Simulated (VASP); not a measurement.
# WO2F2 in VASP: a series of runs

The runs below take WO2F2 through single point, with PBE.

All numbers are computed with VASP 6.6.1; they aren't measurements. Logs are shortened: lines on timing, memory, paths and dates and some standing lists are left out, and cuts for length are marked.

## 1. The cell of the first run

The cell holds a molecule in a box, 5 atoms: a = 11.220 Å, b = 11.220 Å, c = 11.020 Å, α = 90.00°, β = 90.00°, γ = 90.00°.

## 2. Single point, PBE

The input, INCAR:

```
PREC     = Accurate       # precision mode
ENCUT    = 520            # plane-wave cutoff, eV
EDIFF    = 1E-7           # SCF threshold, eV
ISMEAR   = 0              # smearing method
SIGMA    = 0.01           # smearing width, eV
LREAL    = F              # projectors in reciprocal space
LASPH    = T              # aspherical terms in the spheres
NELM     = 80             # most SCF steps
ALGO     = Normal         # electronic algorithm
ISIF     = 2              # what is computed and relaxed
LWAVE    = F              # write WAVECAR
LCHARG   = T              # write CHGCAR
GGA      = PE             # functional
LELF     = T              # ELF
LVHAR    = T            
NBANDS   = 28             # bands
```

The input, KPOINTS:

```
Automatic mesh
0
Gamma
  1 1 1
```

The input, POSCAR:

```
WO2F2
1.0
   11.2200000000      0.0000000000      0.0000000000
    0.0000000000     11.2200000000      0.0000000000
    0.0000000000      0.0000000000     11.0200000000
W O F
1 2 2
Direct
    0.5001577500      0.5001577500      0.4987831200
    0.5858208600      0.5858208600      0.5920907400
    0.4144937600      0.4144937600      0.5920907400
    0.5992451000      0.4010695200      0.4083484600
    0.4010695200      0.5992451000      0.4083484600
```

Potentials or basis: VASP PAW PBE potentials, release 64 (W_sv, O, F).

Run with:

```
$ cat potpaw_PBE.64/W_sv/POTCAR potpaw_PBE.64/O/POTCAR potpaw_PBE.64/F/POTCAR > POTCAR
$ mpirun -np 1 vasp_gam > vasp.out
```

OUTCAR:

```text
PREC = Accurate
   ENCUT = 520
   EDIFF = 1E-7
   ISMEAR = 0
   LREAL = F
   LASPH = T
   NELM = 80
   ISIF = 2
   GGA = PE

 ion  position               nearest neighbor table
   1  0.500  0.500  0.499-   2 1.70   3 1.70   4 1.86   5 1.86
   2  0.586  0.586  0.592-   1 1.70
   3  0.414  0.414  0.592-   1 1.70
   4  0.599  0.401  0.408-   1 1.86
   5  0.401  0.599  0.408-   1 1.86

  LATTYP: Found a simple tetragonal cell.
 ALAT       =    11.2200000000
 C/A-ratio  =     0.9821746881

  Lattice vectors:

 A1 = (  11.2200000000,   0.0000000000,   0.0000000000)
 A2 = (   0.0000000000,  11.2200000000,   0.0000000000)
 A3 = (   0.0000000000,   0.0000000000,  11.0200000000)

Analysis of symmetry for initial positions (statically):
=====================================================================
 Subroutine PRICEL returns:
 Original cell was already a primitive cell.

 Routine SETGRP: Setting up the symmetry group for a
 simple tetragonal supercell.

 Subroutine GETGRP returns: Found  4 space group operations
 (whereof  2 operations were pure point group operations)
 out of a pool of 16 trial point group operations.

The static configuration has the point symmetry C_1h.
 The point group associated with its full space group is C_2v.

Analysis of symmetry for dynamics (positions and initial velocities):
=====================================================================
 Subroutine PRICEL returns:
 Original cell was already a primitive cell.

 Routine SETGRP: Setting up the symmetry group for a
 simple tetragonal supercell.

 Subroutine GETGRP returns: Found  4 space group operations
 (whereof  2 operations were pure point group operations)
 out of a pool of 16 trial point group operations.

The dynamic configuration has the point symmetry C_1h.
 The point group associated with its full space group is C_2v.

 Subroutine INISYM returns: Found  4 space group operations
 (whereof  2 operations are pure point group operations),
 and found     1 'primitive' translations

----------------------------------------------------------------------------------------

                                     Primitive cell

  volume of cell :    1387.2902

  direct lattice vectors                    reciprocal lattice vectors
    11.220000000  0.000000000  0.000000000     0.089126560  0.000000000  0.000000000
     0.000000000 11.220000000  0.000000000     0.000000000  0.089126560  0.000000000
     0.000000000  0.000000000 11.020000000     0.000000000  0.000000000  0.090744102

  length of vectors
    11.220000000 11.220000000 11.020000000     0.089126560  0.089126560  0.090744102

  position of ions in fractional coordinates (direct lattice)
     0.500157750  0.500157750  0.498783120
     0.585820860  0.585820860  0.592090740
     0.414493760  0.414493760  0.592090740
     0.599245100  0.401069520  0.408348460
     0.401069520  0.599245100  0.408348460

  ion indices of the primitive-cell ions
   primitive index   ion index
                 1           1
                 2           2
                 3           3
                 4           4
                 5           5

----------------------------------------------------------------------------------------

 KPOINTS: Automatic mesh

Automatic generation of k-mesh.
 Grid dimensions read from file:
 generate k-points for:    1    1    1

 Generating k-lattice:

  Cartesian coordinates                     Fractional coordinates (reciprocal lattice)
     0.089126560  0.000000000  0.000000000     1.000000000  0.000000000  0.000000000
     0.000000000  0.089126560  0.000000000     0.000000000  1.000000000  0.000000000
     0.000000000  0.000000000  0.090744102     0.000000000  0.000000000  1.000000000

  Length of vectors
     0.089126560  0.089126560  0.090744102

  Shift w.r.t. Gamma in fractional coordinates (k-lattice)
     0.000000000  0.000000000  0.000000000

 Subroutine IBZKPT returns following result:
 ===========================================

 Found      1 irreducible k-points:

 Following reciprocal coordinates:
            Coordinates               Weight
  0.000000  0.000000  0.000000      1.000000
   k-points           NKPTS =      1   k-points in BZ     NKDIM =      1   number of bands    NBANDS=     28
   number of dos      NEDOS =    301   number of ions     NIONS =      5
   total plane-waves  NPLWV = 592704
   dimension x,y,z NGX =    84 NGY =   84 NGZ =   84
   dimension x,y,z NGXF=   168 NGYF=  168 NGZF=  168
   ions per type =               1   2   2
   NGX,Y,Z   is equivalent  to a cutoff of  12.45, 12.45, 12.67 a.u.
   NGXF,Y,Z  is equivalent  to a cutoff of  24.89, 24.89, 25.34 a.u.
 SYSTEM =  unknown system
   PREC   = accura    normal or accurate (medium, high low for compatibility)
   ISTART =      0    job   : 0-new  1-cont  2-samecut
   ICHARG =      2    charge: 1-file 2-atom 10-const
   ISPIN  =      1    spin polarized calculation?
   LNONCOLLINEAR =      F non collinear calculations
   LSORBIT =      F    spin-orbit coupling
   LASPH  =      T    aspherical Exc in radial PAW
   ENCUT  =  520.0 eV  38.22 Ry    6.18 a.u.  20.86 20.86 20.49*2*pi/ulx,y,z
   NELM   =     80;   NELMIN=  2; NELMDL= -5     # of ELM steps
   EDIFF  = 0.1E-06   stopping-criterion for ELM
   LREAL  =      F    real-space projection
   EDIFFG = 0.1E-05   stopping-criterion for IOM
   NSW    =      0    number of steps for IOM
   IBRION =     -1    ionic relax: 0-MD 1-quasi-New 2-CG
   NFREE  =      0    steps in history (QN), initial steepest desc. (CG)
   ISIF   =      2    stress and relaxation
   ISYM   =      2    0-nonsym 1-usesym 2-fastsym
   POTIM  = 0.5000    time-step for ionic-motion
   TEBEG  =    0.0;   TEEND  =   0.0 temperature during run
   PSTRESS=    0.0 pullay stress
   NELECT =      40.0000    total number of electrons
   NUPDOWN=      -1.0000    fix difference up-down
   EMIN   =  10.00;   EMAX   =-10.00  energy-range for DOS
   EFERMI =   0.00;   METHOD = LEGACY
   ISMEAR =     0;   SIGMA  =   0.01  broadening in eV -4-tet -1-fermi 0-gaus
   EFERMI_NEDOS =   21; number of points for ismear=-14 and -15
   IALGO  =     38    algorithm
   IMIX   =      4    mixing-type and parameters
     AMIX     =   0.40;   BMIX     =  1.00
     AMIX_MAG =   1.60;   BMIX_MAG =  1.00
  volume/ion in A,a.u.               =     277.46      1872.38
  Fermi-wavevector in a.u.,A,eV,Ry     =   0.502002  0.948647  3.428754  0.252006
  Thomas-Fermi vector in A             =   1.510799
   LORBIT       =      0    0 simple, 1 ext, 2 COOP (PROOUT), +10 PAW based schemes
   GGA     = PE    functional components
   LHFCALC =     F    Hartree Fock is set to
   AEXX    =    0.0000 exact exchange contribution
   IVDW    =     0    specifies the selected vdW correction
   LEPSILON=     F    determine dielectric tensor
   LRPA    =     F    only Hartree local field effects (RPA)
 non-spin polarized calculation
 Gauss-broadening in eV      SIGMA  =   0.01
  energy-cutoff  :      520.00
  volume of cell :     1387.29
 maximum number of plane-waves:     18645
 NGX is ok and might be reduce to    84
   NGX = 41   NGY = 41   NGZ = 41

 number of electron      40.0000038 magnetization

 Free energy of the ion-electron system (eV)
  ---------------------------------------------------
  ext. energy  EPLUGINS =         0.00000000
  ---------------------------------------------------
  free energy    TOTEN  =       -37.36242811 eV

  energy without entropy =      -37.36242811  energy(sigma->0) =      -37.36242811

 E-fermi :  -7.6185     XC(G=0):  -0.9338

 val. band max:       -7.7857153066   @ k =   0.0000   0.0000   0.0000
 cond. band min:      -3.1688227609   @ k =   0.0000   0.0000   0.0000
 fundamental gap:      4.6168925457
 Fermi energy:        -7.6185094608

 k-point     1 :       0.0000    0.0000    0.0000
  band No.  band energies     occupation
      1     -81.3868      2.00000
      2     -45.8924      2.00000
      3     -45.8693      2.00000
      4     -45.8485      2.00000
      5     -29.9794      2.00000
      6     -29.7297      2.00000
[... 20 lines left out ...]
     27       0.5604      0.00000
     28       0.7758      0.00000

------------------------ aborting loop because EDIFF is reached ----------------------------------------

  FORCE on cell =-STRESS in cart. coord.  units (eV):
  Direction    XX          YY          ZZ          XY          YZ          ZX
  --------------------------------------------------------------------------------------
  -------------------------------------------------------------------------------------
  Total        1.4722567      1.4722567      1.4151456      0.5076257      0.0000000      0.0000000
  in kB        1.7003049      1.7003049      1.6343475      0.5862555      0.0000000      0.0000000
  external PRESSURE =       1.6783191 kB  Pullay stress =       0.0000000 kB

 VOLUME and BASIS-vectors are now :
 -----------------------------------------------------------------------------
  energy-cutoff  :      520.00
  volume of cell :     1387.29
      direct lattice vectors                 reciprocal lattice vectors
    11.220000000  0.000000000  0.000000000     0.089126560  0.000000000  0.000000000
     0.000000000 11.220000000  0.000000000     0.000000000  0.089126560  0.000000000
     0.000000000  0.000000000 11.020000000     0.000000000  0.000000000  0.090744102

 POSITION                                       TOTAL-FORCE (eV/Angst)
 -----------------------------------------------------------------------------------
      5.61177      5.61177      5.49659         0.000000      0.000000     -0.573521
      6.57291      6.57291      6.52484         0.553128      0.553128      0.529192
      4.65062      4.65062      6.52484        -0.553128     -0.553128      0.529192
      6.72353      4.50000      4.50000         0.246830     -0.246830     -0.242431
      4.50000      6.72353      4.50000        -0.246830      0.246830     -0.242431
 -----------------------------------------------------------------------------------
    total drift:                                0.033357      0.033357     -0.001316

  FREE ENERGIE OF THE ION-ELECTRON SYSTEM (eV)
  ---------------------------------------------------
  free  energy   TOTEN  =       -37.3624281079 eV

  energy  without entropy=      -37.3624281079  energy(sigma->0) =      -37.36242811
```

Run time: 2 min. Hardware: 1 thread of Intel Xeon Platinum 8559C (Emerald Rapids), shared host; peak memory 1 GiB.

What came out:

* Free energy: -37.3624 eV
* Largest force: 0.944 eV/Å
* Gap between the frontier levels: 4.62 eV

Forces on the atoms (eV/Å):
```
W    0.000  0.000 -0.574
O    0.553  0.553  0.529
O   -0.553 -0.553  0.529
F    0.247 -0.247 -0.242
F   -0.247  0.247 -0.242
```

Caveat: spin-orbit coupling is left out, which moves the levels of the heavy elements.

## 3. Single point, PBE, non-collinear spin, zero start, spin-orbit coupling

The input, INCAR:

```
PREC     = Accurate       # precision mode
ENCUT    = 520            # plane-wave cutoff, eV
EDIFF    = 1E-6           # SCF threshold, eV
ISMEAR   = 0              # smearing method
SIGMA    = 0.01           # smearing width, eV
LREAL    = False          # projectors in reciprocal space
LASPH    = True           # aspherical terms in the spheres
NELM     = 150            # most SCF steps
ALGO     = Normal         # electronic algorithm
ISIF     = 2              # what is computed and relaxed
LWAVE    = False          # write WAVECAR
LCHARG   = False          # write CHGCAR
MAGMOM   = 0 0 0 0 0 0 0 0 0 0 0 0 0 0 0 # initial moments
LORBIT   = 11             # projections on sites
LSORBIT  = True           # spin-orbit coupling
GGA_COMPAT= False        
LORBMOM  = True         
LMAXMIX  = 4              # l up to which the mixer works
GGA      = PE             # functional
NBANDS   = 55             # bands
```

The input, KPOINTS:

```
regular mesh
0
Gamma
  1 1 1
```

POSCAR is that of step 2.

Potentials or basis: VASP PAW PBE potentials, release 64 (W_sv, O, F).

Run with:

```
$ cat potpaw_PBE.64/W_sv/POTCAR potpaw_PBE.64/O/POTCAR potpaw_PBE.64/F/POTCAR > POTCAR
$ mpirun -np 1 vasp_ncl > vasp.out
```

Wall time 9.8 min (1 thread of Intel Xeon Platinum 8559C (Emerald Rapids), shared host); peak memory 3.1 GiB.

The run converged. Its results:

```
Free energy                                           : -38.0844 eV
Largest force                                         : 0.948 eV/Å
Net moment                                            : 0.00 μB per cell
Valence electrons inside the program's atomic spheres : W 12.41; O 4.99; F 6.07
```

Forces on the atoms (eV/Å):
```
W    0.000  0.000 -0.572
O    0.553  0.553  0.536
O   -0.553 -0.553  0.536
F    0.261 -0.261 -0.250
F   -0.261  0.261 -0.250
```

Moments on the atoms (μB; x, y, z):
```
W   0.00 0.00 0.00
O   0.00 0.00 0.00
O   0.00 0.00 0.00
F   0.00 0.00 0.00
F   0.00 0.00 0.00
```
